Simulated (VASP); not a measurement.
# Bi (R-3m) in VASP: single point with LDA

Aim: the single point of Bi with LDA.

Everything below comes from runs of VASP 6.6.1. Logs are shortened: lines on timing, memory, paths and dates and some standing lists are left out, and cuts for length are marked.

## 1. The cell of the first run

Symmetry: R-3m, No. 166, trigonal system. Conventional cell: a = 4.535 Å, b = 4.535 Å, c = 11.814 Å, α = 90.00°, β = 90.00°, γ = 120.00°. Bi (site symmetry 3m) has 6 Bi at 3.06 to 3.52 Å within 4.0 Å.

## 2. Single point, LDA

File INCAR:

```
PREC = Accurate
ENCUT = 520
EDIFF = 1E-6
ISMEAR = 0
SIGMA = 0.05
LREAL = F
LASPH = T
NELM = 80
ALGO = Normal
ISIF = 2
LWAVE = F
LCHARG = F
GGA = CA
NBANDS = 22
```

File KPOINTS:

```
regular mesh
0
Gamma
  7 7 7
```

File POSCAR:

```
Bi
1.0
    4.7289800000      0.0000000000      0.0000000000
    2.5544918684      3.9796762600      0.0000000000
    2.5544918684      1.3957698785      3.7268820186
Bi
2
Direct
    0.2340000000      0.2340000000      0.2340000000
    0.7660000000      0.7660000000      0.7660000000
```

Potentials or basis: VASP PAW LDA potentials, release 64 (Bi_d).

The run is started by

```sh
$ cat potpaw_LDA.64/Bi_d/POTCAR > POTCAR
$ mpirun -np 1 vasp_std > vasp.out
```

OUTCAR:

```text
PREC = Accurate
   ENCUT = 520
   EDIFF = 1E-6
   ISMEAR = 0
   LREAL = F
   LASPH = T
   NELM = 80
   ISIF = 2
   GGA = CA

 ion  position               nearest neighbor table
   1  0.234  0.234  0.234-   2 3.06   2 3.06   2 3.06   2 3.52   2 3.52   2 3.52
   2  0.766  0.766  0.766-   1 3.06   1 3.06   1 3.06   1 3.52   1 3.52   1 3.52

  LATTYP: Found a trigonal (rhomboedric) cell.
 ALAT       =     4.7289800000
 COS(alpha) =     0.5401781924

  Lattice vectors:

 A1 = (   4.7289800000,   0.0000000000,   0.0000000000)
 A2 = (   2.5544918684,   3.9796762600,   0.0000000000)
 A3 = (   2.5544918684,   1.3957698785,   3.7268820186)

Analysis of symmetry for initial positions (statically):
=====================================================================
 Subroutine PRICEL returns:
 Original cell was already a primitive cell.

 Routine SETGRP: Setting up the symmetry group for a
 trigonal (rhombohedral) supercell.

 Subroutine GETGRP returns: Found 12 space group operations
 (whereof 12 operations were pure point group operations)
 out of a pool of 12 trial point group operations.

The static configuration has the point symmetry D_3d.

Analysis of symmetry for dynamics (positions and initial velocities):
=====================================================================
 Subroutine PRICEL returns:
 Original cell was already a primitive cell.

 Routine SETGRP: Setting up the symmetry group for a
 trigonal (rhombohedral) supercell.

 Subroutine GETGRP returns: Found 12 space group operations
 (whereof 12 operations were pure point group operations)
 out of a pool of 12 trial point group operations.

The dynamic configuration has the point symmetry D_3d.

 Subroutine INISYM returns: Found 12 space group operations
 (whereof 12 operations are pure point group operations),
 and found     1 'primitive' translations

----------------------------------------------------------------------------------------

                                     Primitive cell

  volume of cell :      70.1392

  direct lattice vectors                    reciprocal lattice vectors
     4.728980000  0.000000000  0.000000000     0.211462091 -0.135734205 -0.094106676
     2.554491868  3.979676260  0.000000000     0.000000000  0.251276721 -0.094106676
     2.554491868  1.395769878  3.726882019     0.000000000  0.000000000  0.268320809

  length of vectors
     4.728980000  4.728980000  4.728980000     0.268320809  0.268320809  0.268320809

  position of ions in fractional coordinates (direct lattice)
     0.234000000  0.234000000  0.234000000
     0.766000000  0.766000000  0.766000000

  ion indices of the primitive-cell ions
   primitive index   ion index
                 1           1
                 2           2

----------------------------------------------------------------------------------------

 KPOINTS: regular mesh

Automatic generation of k-mesh.
 Grid dimensions read from file:
 generate k-points for:    7    7    7

 Generating k-lattice:

  Cartesian coordinates                     Fractional coordinates (reciprocal lattice)
     0.030208870 -0.019390601 -0.013443811     0.142857143 -0.000000000 -0.000000000
     0.000000000  0.035896674 -0.013443811     0.000000000  0.142857143 -0.000000000
     0.000000000  0.000000000  0.038331544     0.000000000  0.000000000  0.142857143

  Length of vectors
     0.038331544  0.038331544  0.038331544

  Shift w.r.t. Gamma in fractional coordinates (k-lattice)
     0.000000000  0.000000000  0.000000000

 Subroutine IBZKPT returns following result:
 ===========================================

 Found     44 irreducible k-points:

 Following reciprocal coordinates:
            Coordinates               Weight
  0.000000  0.000000  0.000000      1.000000
  0.142857 -0.000000 -0.000000      6.000000
  0.285714 -0.000000 -0.000000      6.000000
  0.428571 -0.000000  0.000000      6.000000
  0.142857  0.142857 -0.000000      6.000000
  0.285714  0.142857 -0.000000     12.000000
[... 16 lines left out ...]
  0.285714  0.285714  0.142857      6.000000
  0.428571  0.285714  0.142857     12.000000
 [... further k-points ...]
   k-points           NKPTS =     44   k-points in BZ     NKDIM =     44   number of bands    NBANDS=     22
   number of dos      NEDOS =    301   number of ions     NIONS =      2
   total plane-waves  NPLWV =  46656
   dimension x,y,z NGX =    36 NGY =   36 NGZ =   36
   dimension x,y,z NGXF=    72 NGYF=   72 NGZF=   72
   ions per type =               2
   NGX,Y,Z   is equivalent  to a cutoff of  12.66, 12.66, 12.66 a.u.
   NGXF,Y,Z  is equivalent  to a cutoff of  25.31, 25.31, 25.31 a.u.
 SYSTEM =  unknown system
   PREC   = accura    normal or accurate (medium, high low for compatibility)
   ISTART =      0    job   : 0-new  1-cont  2-samecut
   ICHARG =      2    charge: 1-file 2-atom 10-const
   ISPIN  =      1    spin polarized calculation?
   LNONCOLLINEAR =      F non collinear calculations
   LSORBIT =      F    spin-orbit coupling
   LASPH  =      T    aspherical Exc in radial PAW
   ENCUT  =  520.0 eV  38.22 Ry    6.18 a.u.   8.79  8.79  8.79*2*pi/ulx,y,z
   NELM   =     80;   NELMIN=  2; NELMDL= -5     # of ELM steps
   EDIFF  = 0.1E-05   stopping-criterion for ELM
   LREAL  =      F    real-space projection
   EDIFFG = 0.1E-04   stopping-criterion for IOM
   NSW    =      0    number of steps for IOM
   IBRION =     -1    ionic relax: 0-MD 1-quasi-New 2-CG
   NFREE  =      0    steps in history (QN), initial steepest desc. (CG)
   ISIF   =      2    stress and relaxation
   ISYM   =      2    0-nonsym 1-usesym 2-fastsym
   POTIM  = 0.5000    time-step for ionic-motion
   TEBEG  =    0.0;   TEEND  =   0.0 temperature during run
   PSTRESS=    0.0 pullay stress
   NELECT =      30.0000    total number of electrons
   NUPDOWN=      -1.0000    fix difference up-down
   EMIN   =  10.00;   EMAX   =-10.00  energy-range for DOS
   EFERMI =   0.00;   METHOD = LEGACY
   ISMEAR =     0;   SIGMA  =   0.05  broadening in eV -4-tet -1-fermi 0-gaus
   EFERMI_NEDOS =   21; number of points for ismear=-14 and -15
   IALGO  =     38    algorithm
   IMIX   =      4    mixing-type and parameters
     AMIX     =   0.40;   BMIX     =  1.00
     AMIX_MAG =   1.60;   BMIX_MAG =  1.00
  volume/ion in A,a.u.               =      35.07       236.66
  Fermi-wavevector in a.u.,A,eV,Ry     =   1.233469  2.330919 20.700532  1.521446
  Thomas-Fermi vector in A             =   2.368198
   LORBIT       =      0    0 simple, 1 ext, 2 COOP (PROOUT), +10 PAW based schemes
   GGA     = CA    functional components
   LHFCALC =     F    Hartree Fock is set to
   AEXX    =    0.0000 exact exchange contribution
   IVDW    =     0    specifies the selected vdW correction
   LEPSILON=     F    determine dielectric tensor
   LRPA    =     F    only Hartree local field effects (RPA)
 non-spin polarized calculation
 Gauss-broadening in eV      SIGMA  =   0.05
  energy-cutoff  :      520.00
  volume of cell :       70.14
 maximum number of plane-waves:      1911
   NGX = 17   NGY = 17   NGZ = 17

 number of electron      30.0000003 magnetization

 Free energy of the ion-electron system (eV)
  ---------------------------------------------------
  ext. energy  EPLUGINS =         0.00000000
  ---------------------------------------------------
  free energy    TOTEN  =        -9.13307578 eV

  energy without entropy =       -9.13307511  energy(sigma->0) =       -9.13307544

 E-fermi :   5.9961     XC(G=0):  -9.8140

 val. band max:        5.8609799532   @ k =   0.4286   0.2857   0.2857
 cond. band min:       6.1311554376   @ k =   0.4286  -0.0000   0.0000
 fundamental gap:      0.2701754844
 Fermi energy:         5.9960708012

 k-point     1 :       0.0000    0.0000    0.0000
  band No.  band energies     occupation
      1     -16.7649      2.00000
      2     -16.7649      2.00000
      3     -16.6082      2.00000
      4     -16.6082      2.00000
      5     -16.5923      2.00000
      6     -16.4203      2.00000
[... 14 lines left out ...]
     21      11.9312      0.00000
     22      12.2478      0.00000

 k-point     2 :       0.1429   -0.0000   -0.0000
  band No.  band energies     occupation
      1     -16.7501      2.00000
      2     -16.7457      2.00000
      3     -16.6017      2.00000
      4     -16.5966      2.00000
      5     -16.5821      2.00000
      6     -16.4302      2.00000
[... 14 lines left out ...]
     21      12.1666      0.00000
     22      13.6722      0.00000

 k-point     3 :       0.2857   -0.0000   -0.0000
  band No.  band energies     occupation
      1     -16.7117      2.00000
      2     -16.6922      2.00000
      3     -16.5873      2.00000
      4     -16.5654      2.00000
      5     -16.5517      2.00000
      6     -16.4630      2.00000
[... 14 lines left out ...]
     21      13.1655      0.00000
     22      16.0614      0.00000

 k-point     4 :       0.4286   -0.0000    0.0000
  band No.  band energies     occupation
      1     -16.6722      2.00000
      2     -16.6185      2.00000
      3     -16.5745      2.00000
      4     -16.5323      2.00000
      5     -16.5255      2.00000
      6     -16.4926      2.00000
[... 14 lines left out ...]
     21      14.8113      0.00000
     22      15.3912      0.00000

 k-point     5 :       0.1429    0.1429   -0.0000
  band No.  band energies     occupation
      1     -16.7623      2.00000
      2     -16.7261      2.00000
      3     -16.6075      2.00000
      4     -16.5907      2.00000
      5     -16.5774      2.00000
      6     -16.4341      2.00000
[... 14 lines left out ...]
     21      12.7164      0.00000
     22      13.0165      0.00000

 k-point     6 :       0.2857    0.1429   -0.0000
  band No.  band energies     occupation
      1     -16.7436      2.00000
      2     -16.6805      2.00000
      3     -16.5975      2.00000
      4     -16.5742      2.00000
      5     -16.5514      2.00000
      6     -16.4600      2.00000
[... 14 lines left out ...]
     21      13.5459      0.00000
     22      14.5562      0.00000

 k-point     7 :       0.4286    0.1429   -0.0000
  band No.  band energies     occupation
      1     -16.7030      2.00000
      2     -16.6277      2.00000
      3     -16.5699      2.00000
      4     -16.5607      2.00000
      5     -16.5134      2.00000
      6     -16.5018      2.00000
[... 324 lines left out ...]
      6     -16.4973      2.00000
[... 14 lines left out ...]
     21      14.6299      0.00000
     22      16.3725      0.00000

 k-point    21 :      -0.2857    0.1429    0.1429
  band No.  band energies     occupation
      1     -16.7063      2.00000
      2     -16.6057      2.00000
      3     -16.5893      2.00000
      4     -16.5395      2.00000
      5     -16.5198      2.00000
      6     -16.4854      2.00000
[... 14 lines left out ...]
     21      15.2731      0.00000
     22      15.8058      0.00000

 k-point    22 :      -0.1429    0.1429    0.1429
  band No.  band energies     occupation
      1     -16.7451      2.00000
      2     -16.6714      2.00000
      3     -16.6040      2.00000
      4     -16.5605      2.00000
      5     -16.5480      2.00000
      6     -16.4666      2.00000
[... 14 lines left out ...]
     21      13.6716      0.00000
     22      14.7513      0.00000

 k-point    23 :       0.2857    0.2857    0.1429
  band No.  band energies     occupation
      1     -16.7467      2.00000
      2     -16.6901      2.00000
      3     -16.6020      2.00000
      4     -16.5769      2.00000
      5     -16.5642      2.00000
      6     -16.4452      2.00000
[... 14 lines left out ...]
     21      13.7685      0.00000
     22      14.3079      0.00000

 k-point    24 :       0.4286    0.2857    0.1429
  band No.  band energies     occupation
      1     -16.7299      2.00000
      2     -16.6551      2.00000
      3     -16.5931      2.00000
      4     -16.5624      2.00000
      5     -16.5441      2.00000
      6     -16.4634      2.00000
[... 14 lines left out ...]
     21      14.2994      0.00000
     22      15.0745      0.00000

 [... further k-points ...]

------------------------ aborting loop because EDIFF is reached ----------------------------------------

  FORCE on cell =-STRESS in cart. coord.  units (eV):
  Direction    XX          YY          ZZ          XY          YZ          ZX
  --------------------------------------------------------------------------------------
  -------------------------------------------------------------------------------------
  Total       -0.6917423     -0.6466321     -0.6366614     -0.0351388     -0.0133115     -0.0243623
  in kB      -15.8013443    -14.7709013    -14.5431422     -0.8026703     -0.3040728     -0.5565041
  external PRESSURE =     -15.0384626 kB  Pullay stress =       0.0000000 kB

 VOLUME and BASIS-vectors are now :
 -----------------------------------------------------------------------------
  energy-cutoff  :      520.00
  volume of cell :       70.14
      direct lattice vectors                 reciprocal lattice vectors
     4.728980000  0.000000000  0.000000000     0.211462091 -0.135734205 -0.094106676
     2.554491868  3.979676260  0.000000000     0.000000000  0.251276721 -0.094106676
     2.554491868  1.395769878  3.726882019     0.000000000  0.000000000  0.268320809

 POSITION                                       TOTAL-FORCE (eV/Angst)
 -----------------------------------------------------------------------------------
      2.30208      1.25785      0.87209         0.056287      0.030755      0.021323
      7.53588      4.11759      2.85479        -0.056287     -0.030755     -0.021323
 -----------------------------------------------------------------------------------
    total drift:                               -0.000000     -0.000000     -0.000000

  FREE ENERGIE OF THE ION-ELECTRON SYSTEM (eV)
  ---------------------------------------------------
  free  energy   TOTEN  =        -9.1330757755 eV

  energy  without entropy=       -9.1330751081  energy(sigma->0) =       -9.13307544
```

Run time: 42 s. Hardware: 1 thread of AMD EPYC 7R13 (Zen 3), shared host; peak memory 0.17 GiB.

What came out:

- Free energy: -9.1331 eV
- Pressure: -1.5 GPa
- Largest force: 0.068 eV/Å
- Band gap on the k mesh: 0.27 eV, indirect (least direct gap 0.53 eV)

Forces in eV/Å, atoms in the order of the input:
```
Bi   0.056  0.031  0.021
Bi  -0.056 -0.031 -0.021
```

Stress tensor (GPa, compression positive):
```
-1.58 -0.08 -0.06
-0.08 -1.48 -0.03
-0.06 -0.03 -1.45
```

Caveat: spin-orbit coupling is left out, which moves the levels of the heavy elements. A k mesh can miss the band edges.
